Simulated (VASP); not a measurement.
Runs of VASP 6.6.1 on Cd. The structure is that of space group P6_3/mmc (No. 194), or close to it. The cells are those of the table. 

```csv
cell,gap on the mesh (eV),pressure (GPa)
"a = 2.979, b = 2.979, c = 5.618 Å, angles 90.0, 90.0, 120.0°, 2 atoms",none,(b)
"a = 3.056, b = 3.056, c = 5.764 Å, angles 90.0, 90.0, 120.0°, 2 atoms",none,(a)
"a = 2.939, b = 2.939, c = 5.542 Å, angles 90.0, 90.0, 120.0°, 2 atoms",none,1.9
"a = 3.018, b = 3.018, c = 5.692 Å, angles 90.0, 90.0, 120.0°, 2 atoms",none,-2.4
"a = 2.897, b = 2.897, c = 5.464 Å, angles 90.0, 90.0, 120.0°, 2 atoms",none,5.2
```

Alike in all rows: task single point; level PBEsol; potentials or basis VASP PAW PBE potentials, release 64 (Cd); no spin polarisation; k mesh 11 × 11 × 5; cutoff (eV) 520; smearing fermi-dirac 0.3 eV.

Problem. Estimate the missing entries.

Solution. (a) -3.8; (b) -0.6.

Caveats: the PAW data sets were made with another functional, which shifts forces and pressure a little.

A k mesh can miss the band edges, and the runs leave out spin-orbit coupling on Cd.

A gap of «none» marks levels without a gap at the run's occupations.
